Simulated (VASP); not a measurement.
A run of VASP 6.6.1:

INCAR

```
SYSTEM = TiO2
PREC = Accurate ; ENCUT = 520
EDIFF = 1E-8 ; ISMEAR = -1
SIGMA = 0.08 ; LREAL = .FALSE.
LASPH = .TRUE. ; NELM = 100
ALGO = Normal ; ISIF = 2
LWAVE = .FALSE. ; LCHARG = .FALSE.
GGA = PE ; LEFG = .TRUE.
NBANDS = 33
```

File KPOINTS:

```
regular mesh
0
G
  13 13 13
  0 0 0
```

The input POSCAR:

```
TiO2
1.0
   -1.8987874216      1.8987874216      4.7728041028
    1.8987874216     -1.8987874216      4.7728041028
    1.8987874216      1.8987874216     -4.7728041028
Ti O
2 4
Direct
    0.0000000000      0.0000000000      0.0000000000
    0.7500000000      0.2500000000      0.5000000000
    0.2066000000      0.2066000000      0.0000000000
    0.9566000000      0.4566000000      0.5000000000
    0.5434000000      0.0434000000      0.5000000000
    0.7934000000      0.7934000000      0.0000000000
```

Potentials or basis: VASP PAW PBE potentials, release 64 (Ti_sv, O).

Launch:

```sh
$ cat potpaw_PBE.64/Ti_sv/POTCAR potpaw_PBE.64/O/POTCAR > POTCAR
$ mpirun -np 1 vasp_std > vasp.out
```

Hardware: 1 thread of Intel(R) Xeon(R) 6975P-C (Granite Rapids), on a shared host.

Question: Estimate the wall time of this run.

Answer: Wall time 9.1 min on 1 thread of Intel(R) Xeon(R) 6975P-C (Granite Rapids) (shared host), peak memory 0.49 GiB. Counts: scf iterations 18, k points 196.
